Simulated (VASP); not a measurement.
# Sn3Te (Pm-3m) in VASP: further runs

Aim: see how the results for Sn3Te move with the level of theory and the settings. Levels: r2SCAN, PBEsol. Tasks: single point.

Everything below comes from runs of VASP 6.6.1. Logs are shortened: lines on timing, memory, paths and dates and some standing lists are left out, and cuts for length are marked.

## (1) The cell of the first run

The structure is cubic, space group Pm-3m (No. 221). The conventional cell has a = 4.961 Å, b = 4.961 Å, c = 4.961 Å, α = 90.00°, β = 90.00°, γ = 90.00°. Within 4.6 Å of Te (site symmetry m-3m) lie 12 Sn at 3.51 Å. Within 4.6 Å of Sn (site symmetry 4/mmm) lie 4 Te at 3.51 Å and 8 Sn at 3.51 Å.

## (2) Single point, r2SCAN

Input file POSCAR:

```
Sn3Te
1.0
    4.9610505803      0.0000000000      0.0000000000
    0.0000000000      4.9610505803      0.0000000000
    0.0000000000      0.0000000000      4.9610505803
Te Sn
1 3
Direct
    0.0000000000      0.0000000000      0.0000000000
    0.0000000000      0.5000000000      0.5000000000
    0.5000000000      0.0000000000      0.5000000000
    0.5000000000      0.5000000000      0.0000000000
```

Input file INCAR.step1:

```
SYSTEM = Sn3Te
  ALGO = Normal
  EDIFF = 1E-4
  ENCUT = 520
  GGA = PE
  ISMEAR = -1
  LASPH = .TRUE.
  LCHARG = .FALSE.
  LREAL = .FALSE.
  LWAVE = .TRUE.
  NBANDS = 32
  NELM = 80
  PREC = Accurate
  SIGMA = 0.05
```

Input file INCAR.step2:

```
SYSTEM = Sn3Te
  ALGO = Normal
  EDIFF = 1E-6
  ENCUT = 520
  ISIF = 2
  ISMEAR = -1
  ISTART = 1
  LASPH = .TRUE.
  LCHARG = .FALSE.
  LMIXTAU = .TRUE.
  LREAL = .FALSE.
  LWAVE = .FALSE.
  METAGGA = R2SCAN
  NBANDS = 32
  NELM = 80
  PREC = Accurate
  SIGMA = 0.05
```

Input file KPOINTS:

```
k-points
0
G
  6 6 6
  0 0 0
```

Potentials or basis: VASP PAW PBE potentials, release 64 (Te, Sn_d).

Started as:

```console
> cat potpaw_PBE.64/Te/POTCAR potpaw_PBE.64/Sn_d/POTCAR > POTCAR
> cp INCAR.step1 INCAR
> mpirun -np 1 vasp_std > vasp.out
> cp INCAR.step2 INCAR
> mpirun -np 1 vasp_std > vasp.out
```

OUTCAR:

```text
SYSTEM = Sn3Te
   EDIFF = 1E-6
   ENCUT = 520
   ISIF = 2
   ISMEAR = -1
   ISTART = 1
   LASPH = .TRUE.
   LREAL = .FALSE.
   METAGGA = R2SCAN
   NELM = 80
   PREC = Accurate

 ion  position               nearest neighbor table
   1  0.000  0.000  0.000-   2 3.51   3 3.51   4 3.51   2 3.51   3 3.51   2 3.51   4 3.51   2 3.51
                             3 3.51   4 3.51   3 3.51   4 3.51
   2  0.000  0.500  0.500-   1 3.51   3 3.51   4 3.51   1 3.51   4 3.51   1 3.51   3 3.51   1 3.51
                             3 3.51   4 3.51   4 3.51   3 3.51
   3  0.500  0.000  0.500-   1 3.51   2 3.51   4 3.51   1 3.51   4 3.51   2 3.51   4 3.51   4 3.51
                             1 3.51   2 3.51   1 3.51   2 3.51
   4  0.500  0.500  0.000-   1 3.51   2 3.51   3 3.51   2 3.51   3 3.51   1 3.51   3 3.51   3 3.51
                             1 3.51   2 3.51   2 3.51   1 3.51

  LATTYP: Found a simple cubic cell.
 ALAT       =     4.9610505803

  Lattice vectors:

 A1 = (   4.9610505803,   0.0000000000,   0.0000000000)
 A2 = (   0.0000000000,   4.9610505803,   0.0000000000)
 A3 = (   0.0000000000,   0.0000000000,   4.9610505803)

Analysis of symmetry for initial positions (statically):
=====================================================================
 Subroutine PRICEL returns:
 Original cell was already a primitive cell.

 Routine SETGRP: Setting up the symmetry group for a
 simple cubic supercell.

 Subroutine GETGRP returns: Found 48 space group operations
 (whereof 48 operations were pure point group operations)
 out of a pool of 48 trial point group operations.

The static configuration has the point symmetry O_h .

Analysis of symmetry for dynamics (positions and initial velocities):
=====================================================================
 Subroutine PRICEL returns:
 Original cell was already a primitive cell.

 Routine SETGRP: Setting up the symmetry group for a
 simple cubic supercell.

 Subroutine GETGRP returns: Found 48 space group operations
 (whereof 48 operations were pure point group operations)
 out of a pool of 48 trial point group operations.

The dynamic configuration has the point symmetry O_h .

 Subroutine INISYM returns: Found 48 space group operations
 (whereof 48 operations are pure point group operations),
 and found     1 'primitive' translations

----------------------------------------------------------------------------------------

                                     Primitive cell

  volume of cell :     122.1015

  direct lattice vectors                    reciprocal lattice vectors
     4.961050580  0.000000000  0.000000000     0.201570209  0.000000000  0.000000000
     0.000000000  4.961050580  0.000000000     0.000000000  0.201570209  0.000000000
     0.000000000  0.000000000  4.961050580     0.000000000  0.000000000  0.201570209

  length of vectors
     4.961050580  4.961050580  4.961050580     0.201570209  0.201570209  0.201570209

  position of ions in fractional coordinates (direct lattice)
     0.000000000  0.000000000  0.000000000
     0.000000000  0.500000000  0.500000000
     0.500000000  0.000000000  0.500000000
     0.500000000  0.500000000  0.000000000

  ion indices of the primitive-cell ions
   primitive index   ion index
                 1           1
                 2           2
                 3           3
                 4           4

----------------------------------------------------------------------------------------

 KPOINTS: k-points

Automatic generation of k-mesh.
 Grid dimensions read from file:
 generate k-points for:    6    6    6

 Generating k-lattice:

  Cartesian coordinates                     Fractional coordinates (reciprocal lattice)
     0.033595035  0.000000000  0.000000000     0.166666667  0.000000000  0.000000000
     0.000000000  0.033595035  0.000000000     0.000000000  0.166666667  0.000000000
     0.000000000  0.000000000  0.033595035     0.000000000  0.000000000  0.166666667

  Length of vectors
     0.033595035  0.033595035  0.033595035

  Shift w.r.t. Gamma in fractional coordinates (k-lattice)
     0.000000000  0.000000000  0.000000000

 Subroutine IBZKPT returns following result:
 ===========================================

 Found     20 irreducible k-points:

 Following reciprocal coordinates:
            Coordinates               Weight
  0.000000  0.000000  0.000000      1.000000
  0.166667  0.000000  0.000000      6.000000
  0.333333  0.000000  0.000000      6.000000
  0.500000  0.000000  0.000000      3.000000
  0.166667  0.166667  0.000000     12.000000
  0.333333  0.166667  0.000000     24.000000
[... 12 lines left out ...]
  0.500000  0.500000  0.333333      6.000000
  0.500000  0.500000  0.500000      1.000000
   k-points           NKPTS =     20   k-points in BZ     NKDIM =     20   number of bands    NBANDS=     32
   number of dos      NEDOS =    301   number of ions     NIONS =      4
   total plane-waves  NPLWV =  64000
   dimension x,y,z NGX =    40 NGY =   40 NGZ =   40
   dimension x,y,z NGXF=    80 NGYF=   80 NGZF=   80
   ions per type =               1   3
   NGX,Y,Z   is equivalent  to a cutoff of  13.40, 13.40, 13.40 a.u.
   NGXF,Y,Z  is equivalent  to a cutoff of  26.81, 26.81, 26.81 a.u.
 SYSTEM =  Sn3Te
   PREC   = accura    normal or accurate (medium, high low for compatibility)
   ISTART =      1    job   : 0-new  1-cont  2-samecut
   ICHARG =      0    charge: 1-file 2-atom 10-const
   ISPIN  =      1    spin polarized calculation?
   LNONCOLLINEAR =      F non collinear calculations
   LSORBIT =      F    spin-orbit coupling
   LASPH  =      T    aspherical Exc in radial PAW
   ENCUT  =  520.0 eV  38.22 Ry    6.18 a.u.   9.22  9.22  9.22*2*pi/ulx,y,z
   NELM   =     80;   NELMIN=  2; NELMDL=  0     # of ELM steps
   EDIFF  = 0.1E-05   stopping-criterion for ELM
   LREAL  =      F    real-space projection
   EDIFFG = 0.1E-04   stopping-criterion for IOM
   NSW    =      0    number of steps for IOM
   IBRION =     -1    ionic relax: 0-MD 1-quasi-New 2-CG
   NFREE  =      0    steps in history (QN), initial steepest desc. (CG)
   ISIF   =      2    stress and relaxation
   ISYM   =      2    0-nonsym 1-usesym 2-fastsym
   POTIM  = 0.5000    time-step for ionic-motion
   TEBEG  =    0.0;   TEEND  =   0.0 temperature during run
   PSTRESS=    0.0 pullay stress
   NELECT =      48.0000    total number of electrons
   NUPDOWN=      -1.0000    fix difference up-down
   EMIN   =  10.00;   EMAX   =-10.00  energy-range for DOS
   EFERMI =   0.00;   METHOD = LEGACY
   ISMEAR =    -1;   SIGMA  =   0.05  broadening in eV -4-tet -1-fermi 0-gaus
   EFERMI_NEDOS =   21; number of points for ismear=-14 and -15
   IALGO  =     38    algorithm
   IMIX   =      4    mixing-type and parameters
     AMIX     =   0.40;   BMIX     =  1.00
     AMIX_MAG =   1.60;   BMIX_MAG =  1.00
  volume/ion in A,a.u.               =      30.53       206.00
  Fermi-wavevector in a.u.,A,eV,Ry     =   1.199264  2.266281 19.568375  1.438235
  Thomas-Fermi vector in A             =   2.335132
   LORBIT       =      0    0 simple, 1 ext, 2 COOP (PROOUT), +10 PAW based schemes
   METAGGA = R2SCAN    functional components
   LHFCALC =     F    Hartree Fock is set to
   AEXX    =    0.0000 exact exchange contribution
   IVDW    =     0    specifies the selected vdW correction
   LEPSILON=     F    determine dielectric tensor
   LRPA    =     F    only Hartree local field effects (RPA)
 non-spin polarized calculation
  energy-cutoff  :      520.00
  volume of cell :      122.10
 maximum number of plane-waves:      3328
 NGX is ok and might be reduce to    40
   NGX = 19   NGY = 19   NGZ = 19

 number of electron      47.9999981 magnetization

 Free energy of the ion-electron system (eV)
  ---------------------------------------------------
  ext. energy  EPLUGINS =         0.00000000
  ---------------------------------------------------
  free energy    TOTEN  =       -98.61092118 eV

  energy without entropy =      -98.59098452  energy(sigma->0) =      -98.60095285

 E-fermi :   6.9109     XC(G=0): -10.5082

 val. band max:        6.8791903612   @ k =   0.1667   0.0000   0.0000
 cond. band min:       6.9173586971   @ k =   0.1667   0.1667   0.1667
 fundamental gap:      0.0381683360
 Fermi energy:         6.9108973707

 k-point     1 :       0.0000    0.0000    0.0000
  band No.  band energies     occupation
      1     -15.4721      2.00000
      2     -15.4721      2.00000
      3     -15.4721      2.00000
      4     -15.4717      2.00000
      5     -15.4717      2.00000
      6     -15.4215      2.00000
[... 24 lines left out ...]
     31      12.1015      0.00000
     32      12.3526      0.00000

 k-point     2 :       0.1667    0.0000    0.0000
  band No.  band energies     occupation
      1     -15.4711      2.00000
      2     -15.4696      2.00000
      3     -15.4662      2.00000
      4     -15.4636      2.00000
      5     -15.4636      2.00000
      6     -15.4241      2.00000
[... 24 lines left out ...]
     31      12.4350      0.00000
     32      12.4449      0.00000

 k-point     3 :       0.3333    0.0000    0.0000
  band No.  band energies     occupation
      1     -15.4701      2.00000
      2     -15.4633      2.00000
      3     -15.4522      2.00000
      4     -15.4466      2.00000
      5     -15.4466      2.00000
      6     -15.4303      2.00000
[... 24 lines left out ...]
     31      11.2582      0.00000
     32      12.9256      0.00000

 k-point     4 :       0.5000    0.0000    0.0000
  band No.  band energies     occupation
      1     -15.4695      2.00000
      2     -15.4590      2.00000
      3     -15.4414      2.00000
      4     -15.4404      2.00000
      5     -15.4404      2.00000
      6     -15.4346      2.00000
[... 514 lines left out ...]
     31      11.6682      0.00000
     32      15.1022      0.00000

 k-point    19 :       0.5000    0.5000    0.3333
  band No.  band energies     occupation
      1     -15.4763      2.00000
      2     -15.4633      2.00000
      3     -15.4633      2.00000
      4     -15.4593      2.00000
      5     -15.4200      2.00000
      6     -15.4163      2.00000
[... 24 lines left out ...]
     31      12.1807      0.00000
     32      15.1984      0.00000

 k-point    20 :       0.5000    0.5000    0.5000
  band No.  band energies     occupation
      1     -15.4807      2.00000
      2     -15.4651      2.00000
      3     -15.4651      2.00000
      4     -15.4651      2.00000
      5     -15.4168      2.00000
      6     -15.4168      2.00000
[... 24 lines left out ...]
     31      12.2595      0.00000
     32      14.9205      0.00000

------------------------ aborting loop because EDIFF is reached ----------------------------------------

  FORCE on cell =-STRESS in cart. coord.  units (eV):
  Direction    XX          YY          ZZ          XY          YZ          ZX
  --------------------------------------------------------------------------------------
  -------------------------------------------------------------------------------------
  Total       -2.0009252     -2.0009252     -2.0009252      0.0000000     -0.0000000      0.0000000
  in kB      -26.2555111    -26.2555111    -26.2555111      0.0000000     -0.0000000      0.0000000
  external PRESSURE =     -26.2555111 kB  Pullay stress =       0.0000000 kB

 VOLUME and BASIS-vectors are now :
 -----------------------------------------------------------------------------
  energy-cutoff  :      520.00
  volume of cell :      122.10
      direct lattice vectors                 reciprocal lattice vectors
     4.961050580  0.000000000  0.000000000     0.201570209  0.000000000  0.000000000
     0.000000000  4.961050580  0.000000000     0.000000000  0.201570209  0.000000000
     0.000000000  0.000000000  4.961050580     0.000000000  0.000000000  0.201570209

 POSITION                                       TOTAL-FORCE (eV/Angst)
 -----------------------------------------------------------------------------------
      0.00000      0.00000      0.00000         0.000000      0.000000      0.000000
      0.00000      2.48053      2.48053         0.000000      0.000000      0.000000
      2.48053      0.00000      2.48053         0.000000      0.000000      0.000000
      2.48053      2.48053      0.00000         0.000000      0.000000      0.000000
 -----------------------------------------------------------------------------------
    total drift:                               -0.000000     -0.000000     -0.000000

  FREE ENERGIE OF THE ION-ELECTRON SYSTEM (eV)
  ---------------------------------------------------
  free  energy   TOTEN  =       -98.6109211826 eV

  energy  without entropy=      -98.5909845249  energy(sigma->0) =      -98.60095285
```

Wall time 4.4 min (1 thread of AMD EPYC 9R45 (Zen 5), shared host); peak memory 0.25 GiB.

Results:

```
Free energy            : -98.6109 eV
Pressure               : -2.6 GPa
Band gap on the k mesh : zero (band 24 reaches 9.64 eV, above the bottom of band 25 at 6.66 eV)
```

Caveat: the PAW data sets were made with another functional, which shifts forces and pressure a little; spin-orbit coupling is left out, which moves the levels of the heavy elements.

## (3) Single point, PBEsol

This run uses another cell than the first one, of 28.80 Å³/atom, 0.943 times its volume.

Input file INCAR:

```
SYSTEM = Sn3Te
PREC = Accurate
ENCUT = 520
EDIFF = 1E-6
ISMEAR = -1
SIGMA = 0.05
LREAL = .FALSE.
LASPH = .TRUE.
NELM = 100
ALGO = Fast
ISIF = 2
LWAVE = .FALSE.
LCHARG = .FALSE.
GGA = PS
NBANDS = 32
```

Input file KPOINTS:

```
Automatic mesh
0
G
  4 4 4
  0 0 0
```

Input file POSCAR:

```
Sn3Te
1.0
    4.8656220000      0.0000000000      0.0000000000
    0.0000000000      4.8656220000      0.0000000000
    0.0000000000      0.0000000000      4.8656220000
Te Sn
1 3
Direct
    0.0000000000      0.0000000000      0.0000000000
    0.0000000000      0.5000000000      0.5000000000
    0.5000000000      0.0000000000      0.5000000000
    0.5000000000      0.5000000000      0.0000000000
```

Potentials or basis: VASP PAW PBE potentials, release 64 (Te, Sn_d).

Started as:

```console
> cat potpaw_PBE.64/Te/POTCAR potpaw_PBE.64/Sn_d/POTCAR > POTCAR
> mpirun -np 1 vasp_std > vasp.out
```

It took 16 s on 1 thread of Intel Xeon 6975P-C (Granite Rapids), shared host; peak memory 0.21 GiB.

The run converged. Its results:

```yaml
Free_energy: -16.0495 eV
Pressure: -2.7 GPa
Band_gap_on_the_k_mesh: zero (band 24 reaches 10.35 eV, above the bottom of band 25 at 7.11 eV)
```

Levels at points of the mesh, in eV from the Fermi level:
```tsv
k point	band 20	band 21	band 22	band 23	band 24	band 25	band 26	band 27	band 28	band 29
(0.00, 0.00, 0.00)	-4.23	-4.23	-4.23	0.37	0.37	0.37	1.85	1.85	1.85	4.46
(0.50, 0.00, 0.00)	-3.10	-3.10	-1.80	-1.80	-1.53	-0.41	1.79	2.03	2.32	2.32
(0.50, 0.50, 0.00)	-2.26	-1.96	-1.96	-1.96	-0.80	-0.16	-0.16	0.02	3.40	3.40
(0.50, 0.50, 0.50)	-5.21	-5.21	-5.21	-4.41	2.82	2.82	2.82	5.30	5.30	5.30
```

Caveat: the PAW data sets were made with another functional, which shifts forces and pressure a little; spin-orbit coupling is left out, which moves the levels of the heavy elements.

## (4) Single point, PBEsol, non-collinear spin, zero start, spin-orbit coupling

This run uses another cell than the first one, of 28.80 Å³/atom, 0.943 times its volume.

Input file INCAR:

```
ALGO     = Normal         # electronic algorithm
EDIFF    = 1E-7           # SCF threshold, eV
ENCUT    = 520            # plane-wave cutoff, eV
GGA      = PS             # functional
GGA_COMPAT= F            
ISIF     = 2              # what is computed and relaxed
ISMEAR   = -1             # smearing method
LASPH    = T              # aspherical terms in the spheres
LCHARG   = F              # write CHGCAR
LNONCOLLINEAR= T              # non-collinear magnetism
LORBIT   = 11             # projections on sites
LORBMOM  = T            
LREAL    = F              # projectors in reciprocal space
LSORBIT  = T              # spin-orbit coupling
LWAVE    = F              # write WAVECAR
MAGMOM   = 0 0 0 0 0 0 0 0 0 0 0 0 # initial moments
NBANDS   = 62             # bands
NELM     = 150            # most SCF steps
PREC     = Accurate       # precision mode
SIGMA    = 0.05           # smearing width, eV
```

Input file KPOINTS:

```
k-points
0
Gamma
  4 4 4
```

POSCAR is that of step 3.

Started as:

```console
> cat potpaw_PBE.64/Te/POTCAR potpaw_PBE.64/Sn_d/POTCAR > POTCAR
> mpirun -np 1 vasp_ncl > vasp.out
```

Wall time 90 s (1 thread of Intel Xeon 6975P-C (Granite Rapids), shared host); peak memory 0.43 GiB.

The run converged. Its results:

```
Free energy                                           : -16.3287 eV
Pressure                                              : -2.7 GPa
Net moment                                            : 0.00 μB per cell
Valence electrons inside the program's atomic spheres : Te 3.30; Sn 12.08
```

Moments on the atoms (μB; x, y, z):
```
Te  0.00 0.00 0.00
Sn  0.00 0.00 0.00
Sn  0.00 0.00 0.00
Sn  0.00 0.00 0.00
```

Caveat: the PAW data sets were made with another functional, which shifts forces and pressure a little.

## (5) Summary

| level | spin | cell | k mesh | gap on the mesh (eV) | pressure (GPa) |
| --- | --- | --- | --- | --- | --- |
| r2SCAN | off | a = 4.961 Å, 4 atoms | 6 × 6 × 6 | none | -2.6 |
| PBEsol | off | a = 4.866 Å, 4 atoms | 4 × 4 × 4 | none | -2.7 |
| PBEsol | non-collinear, zero start, SOC | a = 4.866 Å, 4 atoms | 4 × 4 × 4 | - | -2.7 |

Alike in all rows: task single point; potentials or basis VASP PAW PBE potentials, release 64 (Te, Sn_d); cutoff (eV) 520; smearing fermi-dirac 0.05 eV.

Caveats: the PAW data sets were made with another functional, which shifts forces and pressure a little; spin-orbit coupling is left out, which moves the levels of the heavy elements (some runs).

Total energies depend on the potentials used, so only differences within one code and one set of settings carry meaning.
